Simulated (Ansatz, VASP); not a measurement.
**Zr3O: VASP beside Ansatz**

The input INCAR:

```
PREC = Accurate
ENCUT = 520
EDIFF = 1E-6
ISMEAR = 0
SIGMA = 0.15
LREAL = F
LASPH = T
NELM = 60
ALGO = Normal
ISIF = 2
LWAVE = F
LCHARG = F
GGA = PS
NBANDS = 52
```

The input KPOINTS:

```
Automatic mesh
0
Gamma
  12 12 8
```

POSCAR

```
Zr3O
1.0
    5.5833920356      0.0000000000      0.0000000000
   -2.7916960178      4.8353593421      0.0000000000
    0.0000000000      0.0000000000      5.1559330596
Zr O
6 2
Direct
    0.3393912867      0.0000000000      0.0000000000
    0.3393912867      0.3393912867      0.5000000000
    0.0000000000      0.3393912867      0.0000000000
    0.6606087133      0.0000000000      0.5000000000
    0.6606087133      0.6606087133      0.0000000000
    0.0000000000      0.6606087133      0.5000000000
    0.3333333333      0.6666666667      0.2500000000
    0.6666666667      0.3333333333      0.7500000000
```

Input for Ansatz:

```yaml
crystal:
  lattice:
    - [5.5833920062, 0.0, 0.0]
    - [-2.7916960031, 4.8353593166, 0.0]
    - [0.0, 0.0, 5.1559330308]
  atoms:
    - { symbol: Zr, position: [0.3393912781, 0.0, 0.0] }
    - { symbol: Zr, position: [0.3393912781, 0.3393912781, 0.5] }
    - { symbol: Zr, position: [0.0, 0.3393912781, 0.0] }
    - { symbol: Zr, position: [0.6606087219, 0.0, 0.5] }
    - { symbol: Zr, position: [0.6606087219, 0.6606087219, 0.0] }
    - { symbol: Zr, position: [0.0, 0.6606087219, 0.5] }
    - { symbol: O, position: [0.3333333333, 0.6666666667, 0.25] }
    - { symbol: O, position: [0.6666666667, 0.3333333333, 0.75] }
basis:
  ecutwfc: 420
kpoints:
  mp_grid: { grid: [12, 12, 8] }
hamiltonian:
  xc: pbesol
scf:
  occupations: { method: gaussian, width: 0.15 }
output:
  forces: true
  stress: true
  eigenvalues: true
  write_density: true
  write_potential: true
  elf: true
  volumetric_format: npy
```

Alike in both runs: task single point; functional PBEsol; k mesh 12 × 12 × 8; occupations gaussian, width 0.15 eV; no spin polarisation.

```csv
,VASP,Ansatz
version,VASP 6.6.1,Ansatz 0.2.0
potentials or method,"VASP PAW PBE potentials, release 64 (Zr_sv, O), cutoff 520 eV","scalar-relativistic, plane waves, PAW"
valence electrons in the cell,84,84
```

Ansatz gave:

```
gap on the k mesh at the Fermi level (eV)                     : none
pressure (GPa)                                                : 0.0
traceless stress, the component that is largest in VASP (GPa) : 0.06
rms of the force components (eV/Å)                            : 0.011
```

Q: Which values does VASP return?

A: gap on the k mesh at the Fermi level (eV): none; pressure (GPa): 0.2; traceless stress, the component that is largest in VASP (GPa): 0.06; rms of the force components (eV/Å): 0.004.

VASP's potentials were made for PBE, not for PBEsol. Atom by atom the forces differ by 0.007 eV/Å (rms over components). A gap of «none» marks a metal or a gap that the smearing closes. With one functional, cell and mesh, what is left measures potentials, basis and numerics.
